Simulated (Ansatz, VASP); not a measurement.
## AlNi3 in VASP and in Ansatz

The input INCAR:

```
SYSTEM = AlNi3
PREC = Accurate ; ENCUT = 600
EDIFF = 1E-7 ; ISMEAR = 0
SIGMA = 0.1 ; LREAL = .FALSE.
LASPH = .TRUE. ; NELM = 80
ALGO = Fast ; ISIF = 3
LWAVE = .FALSE. ; LCHARG = .FALSE.
GGA = CA ; IBRION = 2
NSW = 80 ; EDIFFG = -0.01
```

File KPOINTS:

```
Automatic mesh
0
G
  14 14 14
  0 0 0
```

The input POSCAR:

```
AlNi3
1.0
    0.0000000000      2.8018887551      2.8018887551
    2.8018887551      0.0000000000      2.8018887551
    2.8018887551      2.8018887551      0.0000000000
Al Ni
1 3
Direct
    0.5000000000      0.5000000000      0.5000000000
    0.2500000000      0.2500000000      0.2500000000
    0.0000000000      0.0000000000      0.0000000000
    0.7500000000      0.7500000000      0.7500000000
```

Input for Ansatz:

```yaml
crystal:
  lattice:
    - [0.0, 2.8018887551, 2.8018887551]
    - [2.8018887551, 0.0, 2.8018887551]
    - [2.8018887551, 2.8018887551, 0.0]
  atoms:
    - { symbol: Al, position: [0.5, 0.5, 0.5] }
    - { symbol: Ni, position: [0.25, 0.25, 0.25] }
    - { symbol: Ni, position: [0.0, 0.0, 0.0] }
    - { symbol: Ni, position: [0.75, 0.75, 0.75] }
basis:
  ecutwfc: 420
kpoints:
  mp_grid: { grid: [14, 14, 14] }
hamiltonian:
  xc: lda
scf:
  occupations: { method: gaussian, width: 0.1 }
output:
  forces: true
  stress: true
  eigenvalues: true
relax:
  adjacent_minimum: "off"
  f_tol: 0.01
  max_steps: 60
  cell: { stress_tol: 0.05 }
```

Alike in both runs: task relaxation of cell and atoms; functional LDA; k mesh 14 × 14 × 14; occupations gaussian, width 0.1 eV; no spin polarisation.

```csv
,VASP,Ansatz
version,VASP 6.6.1,Ansatz 0.2.0
potentials or method,"VASP PAW LDA potentials, release 64 (Al, Ni), cutoff 600 eV","scalar-relativistic, plane waves, PAW"
valence electrons in the cell,33,57
```

|  | VASP | Ansatz | Ansatz less VASP |
| --- | --- | --- | --- |
| gap on the k mesh at the Fermi level, each at its own relaxed structure (eV) | none | none | - |
| relaxed volume (Å³/atom) | 10.61 | 10.60 | -0.004 |
| relaxed cell length with the largest relative difference (Å) | 3.915 | 3.915 | -0.0005 |

LDA's correlation is that of Perdew and Zunger in VASP and of Perdew and Wang (1992) in Ansatz. A gap of «none» marks a metal or a gap that the smearing closes. VASP's potentials hold 33 valence electrons a cell and Ansatz's 57, so a difference there can come from the potentials and not from the codes.
